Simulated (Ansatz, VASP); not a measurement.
## One calculation of HfO2, two programs

```xyz
12
Lattice="5.2936 0.0000 0.0000 0.0000 5.0691 0.0000 0.0000 0.0000 5.1011" Properties=species:S:1:pos:R:3 pbc="T T T"
Hf    0.1726    1.3499    1.2243
Hf    2.4742    1.3499    3.7748
Hf    2.8194    3.7192    1.2243
Hf    5.1210    3.7192    3.7748
O     1.9344    0.3428    1.9545
O     0.7124    0.3428    4.5051
O     3.8602    2.3459    2.4987
O     4.0802    2.3459    5.0493
O     1.4334    2.7231    5.0493
O     1.2134    2.7231    2.4987
O     4.5812    4.7263    1.9545
O     3.3592    4.7263    4.5051
```

Alike in both runs: functional PBE; k mesh 4 × 4 × 4; no spin polarisation.

Ansatz relaxed the structure, and its values are those at the end. VASP's run is a single point on that final structure, the one shown.

```csv
,VASP,Ansatz
version,VASP 6.6.1,Ansatz 0.2.0
potentials or method,"VASP PAW PBE potentials, release 64 (Hf_pv, O)","scalar-relativistic, plane waves, PAW"
plane-wave cutoff (eV),520,420
occupations,"gaussian, width 0.01 eV",fixed
valence electrons in the cell,88,152
```

|  | VASP | Ansatz | Ansatz less VASP |
| --- | --- | --- | --- |
| gap on the k mesh at the Fermi level (eV) | 4.36 | 4.41 | +0.048 |
| least direct gap on the mesh (eV) | 4.57 | 4.61 | +0.041 |
| pressure (GPa) | -3.1 | 0.0 | +3.13 |
| rms of the force components (eV/Å) | 0.026 | 0.001 | -0.0259 |

VASP's potentials hold 88 valence electrons a cell and Ansatz's 152, so a difference there can come from the potentials and not from the codes.

Neither program's run includes spin-orbit coupling.
